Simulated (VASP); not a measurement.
# Be4Ga2C (P1) in VASP: a series of runs, part 2 of 2

VASP 6.6.1.

### Step 4. Relaxation of cell and atoms, PBE

This run uses another cell than the first one, of 12.94 Å³/atom.

INCAR reads:

```
SYSTEM = Be4Ga2C
  ALGO = Normal
  EDIFF = 1E-6
  EDIFFG = -0.04
  ENCUT = 600
  GGA = PE
  IBRION = 2
  ISIF = 3
  ISMEAR = 0
  LASPH = .TRUE.
  LCHARG = .FALSE.
  LREAL = .FALSE.
  LWAVE = .FALSE.
  NELM = 60
  NSW = 90
  PREC = Accurate
  SIGMA = 0.1
```

KPOINTS reads:

```
k-points
0
G
  4 4 4
  0 0 0
```

POSCAR reads:

```
Be4Ga2C
1.0
    4.1820870859      0.0000000000      0.0000000000
    0.3555934802      4.2051206370      0.0000000000
    0.8055248993      1.3582786116      5.1519107363
Be Ga C
4 2 1
Direct
    0.8846733482      0.1857181401      0.6277264118
    0.9991517820      0.7184988028      0.4890254485
    0.8556684306      0.5666297021      0.8767057731
    0.7349757360      0.5037417158      0.2867971167
    0.2863229416      0.6685839884      0.0835176327
    0.4860332235      0.0029689570      0.4059408196
    0.1373950681      0.8538586935      0.7302867977
```

Potentials or basis: VASP PAW PBE potentials, release 64 (Be, Ga_d, C).

Command:

```bash
cat potpaw_PBE.64/Be/POTCAR potpaw_PBE.64/Ga_d/POTCAR potpaw_PBE.64/C/POTCAR > POTCAR
mpirun -np 1 vasp_std > vasp.out
```

OUTCAR:

```text
SYSTEM = Be4Ga2C
   EDIFF = 1E-6
   EDIFFG = -0.04
   ENCUT = 600
   GGA = PE
   IBRION = 2
   ISIF = 3
   ISMEAR = 0
   LASPH = .TRUE.
   LREAL = .FALSE.
   NELM = 60
   NSW = 90
   PREC = Accurate

 ion  position               nearest neighbor table
   1  0.885  0.186  0.628-   7 1.70   4 2.11   2 2.24   2 2.28   3 2.34   6 2.47
   2  0.999  0.718  0.489-   7 1.74   3 2.03   4 2.07   1 2.24   1 2.28   6 2.38   5 2.38   6 2.41

   3  0.856  0.567  0.877-   7 1.71   2 2.03   4 2.14   1 2.34   5 2.38   5 2.53
   4  0.735  0.504  0.287-   2 2.07   1 2.11   3 2.14   5 2.28   6 2.33   6 2.47   5 2.47
   5  0.286  0.669  0.084-   7 2.03   4 2.28   3 2.38   2 2.38   4 2.47   3 2.53   6 2.76
   6  0.486  0.003  0.406-   7 2.09   4 2.33   2 2.38   2 2.41   4 2.47   1 2.47   5 2.76
   7  0.137  0.854  0.730-   1 1.70   3 1.71   2 1.74   5 2.03   6 2.09

  LATTYP: Found a triclinic cell.
 ALAT       =     5.6855160616
 B/A-ratio  =     0.7355685993
 C/A-ratio  =     1.5361691596
 COS(alpha) =     0.0108013354
 COS(beta)  =     0.6044555978
 COS(gamma) =     0.6730248520

  Lattice vectors:

 A1 = (   3.8264936057,  -4.2051206370,   0.0000000000)
 A2 = (   4.1820870859,   0.0000000000,   0.0000000000)
 A3 = (   0.0943379389,  -7.0519626624,   5.1519107363)

Analysis of symmetry for initial positions (statically):
=====================================================================
 Subroutine PRICEL returns:
 Original cell was already a primitive cell.

 Routine SETGRP: Setting up the symmetry group for a
 triclinic supercell.

 Subroutine GETGRP returns: Found  1 space group operations
 (whereof  1 operations were pure point group operations)
 out of a pool of  2 trial point group operations.

The static configuration has the point symmetry C_1 .

Analysis of symmetry for dynamics (positions and initial velocities):
=====================================================================
 Subroutine PRICEL returns:
 Original cell was already a primitive cell.

 Routine SETGRP: Setting up the symmetry group for a
 triclinic supercell.

 Subroutine GETGRP returns: Found  1 space group operations
 (whereof  1 operations were pure point group operations)
 out of a pool of  2 trial point group operations.

The dynamic configuration has the point symmetry C_1 .

 Subroutine INISYM returns: Found  1 space group operations
 (whereof  1 operations are pure point group operations),
 and found     1 'primitive' translations

----------------------------------------------------------------------------------------

                                     Primitive cell

  volume of cell :      90.6024

  direct lattice vectors                    reciprocal lattice vectors
     4.182087086  0.000000000  0.000000000     0.239115059 -0.020220052 -0.032055810
     0.355593480  4.205120637  0.000000000     0.000000000  0.237805306 -0.062696323
     0.805524899  1.358278612  5.151910736     0.000000000  0.000000000  0.194102742

  length of vectors
     4.182087086  4.220128706  5.388504002     0.242100055  0.245931276  0.194102742

  position of ions in fractional coordinates (direct lattice)
     0.884673348  0.185718140  0.627726412
     0.999151782  0.718498803  0.489025449
     0.855668431  0.566629702  0.876705773
     0.734975736  0.503741716  0.286797117
     0.286322942  0.668583988  0.083517633
     0.486033224  0.002968957  0.405940820
     0.137395068  0.853858694  0.730286798

  ion indices of the primitive-cell ions
   primitive index   ion index
                 1           1
[... 72 lines left out ...]
   ISPIN  =      1    spin polarized calculation?
   LNONCOLLINEAR =      F non collinear calculations
   LSORBIT =      F    spin-orbit coupling
   LASPH  =      T    aspherical Exc in radial PAW
   ENCUT  =  600.0 eV  44.10 Ry    6.64 a.u.   8.35  8.43 10.76*2*pi/ulx,y,z
   NELM   =     60;   NELMIN=  2; NELMDL= -5     # of ELM steps
   EDIFF  = 0.1E-05   stopping-criterion for ELM
   LREAL  =      F    real-space projection
   EDIFFG = -.4E-01   stopping-criterion for IOM
   NSW    =     90    number of steps for IOM
   IBRION =      2    ionic relax: 0-MD 1-quasi-New 2-CG
   NFREE  =      1    steps in history (QN), initial steepest desc. (CG)
   ISIF   =      3    stress and relaxation
   ISYM   =      2    0-nonsym 1-usesym 2-fastsym
   POTIM  = 0.5000    time-step for ionic-motion
   TEBEG  =    0.0;   TEEND  =   0.0 temperature during run
   PSTRESS=    0.0 pullay stress
   NELECT =      38.0000    total number of electrons
   NUPDOWN=      -1.0000    fix difference up-down
   EMIN   =  10.00;   EMAX   =-10.00  energy-range for DOS
   EFERMI =   0.00;   METHOD = LEGACY
   ISMEAR =     0;   SIGMA  =   0.10  broadening in eV -4-tet -1-fermi 0-gaus
   EFERMI_NEDOS =   21; number of points for ismear=-14 and -15
   IALGO  =     38    algorithm
   IMIX   =      4    mixing-type and parameters
     AMIX     =   0.40;   BMIX     =  1.00
     AMIX_MAG =   1.60;   BMIX_MAG =  1.00
  volume/ion in A,a.u.               =      12.94        87.35
  Fermi-wavevector in a.u.,A,eV,Ry     =   1.225433  2.315732 20.431664  1.501685
  Thomas-Fermi vector in A             =   2.360471
   LORBIT       =      0    0 simple, 1 ext, 2 COOP (PROOUT), +10 PAW based schemes
   GGA     = PE    functional components
   LHFCALC =     F    Hartree Fock is set to
   AEXX    =    0.0000 exact exchange contribution
   IVDW    =     0    specifies the selected vdW correction
   LEPSILON=     F    determine dielectric tensor
   LRPA    =     F    only Hartree local field effects (RPA)
 conjugate gradient relaxation of ions
 non-spin polarized calculation
 Gauss-broadening in eV      SIGMA  =   0.10
  energy-cutoff  :      600.00
  volume of cell :       90.60
 maximum number of plane-waves:      3045
 NGX is ok and might be reduce to    36
   NGX = 17   NGY = 17   NGZ = 21

--------------------------------------- Ionic step        1  -------------------------------------------

 number of electron      38.0000007 magnetization

 Free energy of the ion-electron system (eV)
  ---------------------------------------------------
  ext. energy  EPLUGINS =         0.00000000
  ---------------------------------------------------
  free energy    TOTEN  =       -26.93278409 eV

  energy without entropy =      -26.93003273  energy(sigma->0) =      -26.93140841

------------------------ aborting loop because EDIFF is reached ----------------------------------------

  FORCE on cell =-STRESS in cart. coord.  units (eV):
  Direction    XX          YY          ZZ          XY          YZ          ZX
  --------------------------------------------------------------------------------------
  -------------------------------------------------------------------------------------
  Total       -0.1046051     -0.1530793      0.3101707      0.1134086     -0.1108716     -0.0908099
  in kB       -1.8497952     -2.7069926      5.4849347      2.0054726     -1.9606086     -1.6058467
  external PRESSURE =       0.3093823 kB  Pullay stress =       0.0000000 kB
[... 104 lines left out ...]
  FREE ENERGIE OF THE ION-ELECTRON SYSTEM (eV)
  ---------------------------------------------------
  free  energy   TOTEN  =       -26.9355121094 eV

  energy  without entropy=      -26.9330673872  energy(sigma->0) =      -26.93428975

[... ionic steps 4 to 10 ...]

--------------------------------------- Ionic step       11  -------------------------------------------

 number of electron      37.9999998 magnetization

------------------------ aborting loop because EDIFF is reached ----------------------------------------
[... 36 lines left out ...]
--------------------------------------- Ionic step       12  -------------------------------------------

 number of electron      37.9999999 magnetization

 E-fermi :   4.6281     XC(G=0):  -9.9989

 val. band max:        4.5024731984   @ k =   0.0000   0.5000   0.5000
 cond. band min:       4.7340569020   @ k =   0.5000   0.0000   0.5000
 fundamental gap:      0.2315837036
 Fermi energy:         4.6281187866

 k-point     1 :       0.0000    0.0000    0.0000
  band No.  band energies     occupation
      1     -10.5713      2.00000
      2     -10.4987      2.00000
      3     -10.4523      2.00000
      4     -10.4360      2.00000
      5     -10.4083      2.00000
      6     -10.3819      2.00000
[... 655 lines left out ...]
--------------------------------------- Ionic step       13  -------------------------------------------

 number of electron      37.9999999 magnetization

 Free energy of the ion-electron system (eV)
  ---------------------------------------------------
  ext. energy  EPLUGINS =         0.00000000
  ---------------------------------------------------
  free energy    TOTEN  =       -26.93987252 eV

  energy without entropy =      -26.93912858  energy(sigma->0) =      -26.93950055

 E-fermi :   4.6358     XC(G=0): -10.0010

 val. band max:        4.5054948520   @ k =   0.0000   0.5000   0.5000
 cond. band min:       4.7575622860   @ k =   0.5000   0.0000   0.5000
 fundamental gap:      0.2520674340
 Fermi energy:         4.6357809442

 k-point     1 :       0.0000    0.0000    0.0000
  band No.  band energies     occupation
      1     -10.5695      2.00000
      2     -10.4968      2.00000
      3     -10.4489      2.00000
      4     -10.4342      2.00000
      5     -10.4057      2.00000
      6     -10.3789      2.00000
[... 649 lines left out ...]
  FREE ENERGIE OF THE ION-ELECTRON SYSTEM (eV)
  ---------------------------------------------------
  free  energy   TOTEN  =       -26.9398725151 eV

  energy  without entropy=      -26.9391285763  energy(sigma->0) =      -26.93950055

 reached required accuracy - stopping structural energy minimisation
```

Wall time 14 min (1 thread of Intel Xeon 8259CL, shared host); peak memory 0.3 GiB.

Results:

```
Free energy                           : -26.9399 eV
Relaxed volume                        : 12.87 Å³/atom
Relaxed cell                          : a = 4.166 Å, b = 4.187 Å, c = 5.407 Å, α = 75.40°, β = 81.70°, γ = 84.32°
Space group after relaxing (to 0.1 Å) : P1 (No. 1)
Energy gained by relaxing             : 1.0 meV/atom
Ionic steps                           : 13
Pressure after relaxing               : 0.0 GPa
Largest force after relaxing          : 0.039 eV/Å
Band gap on the k mesh                : zero (bands 19 and 20 overlap by 0.68 eV)
```

Forces in eV/Å, atoms in the order of the input:
```
Be  -0.013 -0.011  0.029
Be   0.007  0.021 -0.003
Be  -0.010  0.004  0.006
Be   0.000 -0.030 -0.003
Ga   0.020  0.005 -0.010
Ga   0.003 -0.015  0.011
C   -0.006  0.024 -0.030
```

The path:
| step | energy change (eV) | largest force (eV/Å) | pressure (GPa) | volume (Å³) |
| --- | --- | --- | --- | --- |
| 1 | 0.0000 | 0.1169 | 0.03 | 90.60 |
| 2 | -0.0024 | 0.0568 | -0.15 | 90.63 |
| 3 | -0.0027 | 0.1017 | -0.22 | 90.65 |
| 4 | -0.0042 | 0.0529 | 0.01 | 90.41 |
| 5 | -0.0044 | 0.0704 | 0.12 | 90.31 |
| 6 | -0.0055 | 0.0454 | -0.01 | 90.32 |
| 7 | -0.0058 | 0.0500 | -0.06 | 90.32 |
| 8 | -0.0058 | 0.0605 | -0.07 | 90.32 |
| 9 | -0.0065 | 0.0467 | 0.00 | 90.22 |
| 10 | -0.0066 | 0.0536 | 0.02 | 90.17 |
| 11 | -0.0065 | 0.0777 | 0.09 | 90.08 |
| 12 | -0.0066 | 0.0580 | 0.02 | 90.15 |
| 13 | -0.0071 | 0.0390 | 0.05 | 90.11 |

Final structure:
```
Be Ga C
1.0
     4.16579    0.02983   -0.01642
     0.38421    4.16884   -0.02332
     0.79183    1.32458    5.18227
Be Ga C
4 2 1
Direct
  0.88371 0.18764 0.62642
  0.99798 0.71953 0.48937
  0.85825 0.56990 0.87629
  0.74051 0.49914 0.28438
  0.28474 0.66477 0.08653
  0.47932 0.00598 0.40427
  0.13971 0.85303 0.73274
```

Levels at points of the mesh, in eV from the Fermi level:
| k point | band 15 | band 16 | band 17 | band 18 | band 19 | band 20 | band 21 | band 22 | band 23 |
| --- | --- | --- | --- | --- | --- | --- | --- | --- | --- |
| (0.00, 0.00, 0.00) | -3.24 | -3.05 | -2.45 | -1.87 | -1.33 | 0.45 | 1.09 | 1.93 | 3.56 |
| (0.50, 0.00, 0.00) | -4.04 | -3.18 | -2.82 | -2.12 | -0.84 | 1.05 | 1.70 | 2.05 | 3.16 |
| (0.00, 0.50, 0.00) | -3.86 | -3.48 | -2.62 | -1.75 | -1.01 | 0.44 | 1.60 | 1.72 | 3.87 |
| (0.50, 0.50, 0.00) | -5.11 | -4.28 | -2.96 | -2.44 | -1.75 | 0.27 | 0.63 | 2.64 | 4.23 |
| (0.00, 0.00, 0.50) | -3.83 | -3.29 | -2.50 | -1.19 | -1.09 | -0.34 | 0.94 | 2.50 | 3.22 |
| (0.50, 0.00, 0.50) | -3.66 | -3.11 | -1.87 | -1.43 | 0.12 | 0.74 | 1.48 | 1.87 | 3.18 |
| (0.00, 0.50, 0.50) | -3.85 | -3.14 | -2.69 | -1.43 | -0.13 | 0.41 | 1.57 | 2.51 | 2.88 |
| (0.50, 0.50, 0.50) | -5.34 | -4.23 | -4.11 | -2.80 | -1.75 | 1.68 | 2.18 | 2.90 | 3.87 |

Caveat: the k points lie up to 0.39 Å⁻¹ apart in the final cell, too coarse for converged energies and pressures of a metal.

### Step 5. The runs side by side

| task | cell | cutoff (eV) | gap on the mesh (eV) | pressure (GPa) | largest force (eV/Å) |
| --- | --- | --- | --- | --- | --- |
| single point | a = 4.167, b = 4.180, c = 5.404 Å, angles 75.6, 81.7, 84.2°, 7 atoms, atomic positions A | 520 | none | 0.2 | 0.04 |
| single point | a = 4.182, b = 4.220, c = 5.389 Å, angles 74.7, 81.4, 85.2°, 7 atoms, atomic positions B | 520 | none | 0.1 | 0.12 |
| relaxation of cell and atoms | relaxed from a = 4.182, b = 4.220, c = 5.389 Å, angles 74.7, 81.4, 85.2°, 7 atoms, atomic positions B | 600 | none | 0.0 | 0.04 |

Alike in all rows: level PBE; potentials or basis VASP PAW PBE potentials, release 64 (Be, Ga_d, C); no spin polarisation; k mesh 4 × 4 × 4; smearing gaussian 0.1 eV.

Caveats: all runs use coarse meshes.

Absolute energies hang on the potentials; compare differences alone.

The gap in the log of VASP goes by the Fermi energy; the results here count the filled bands.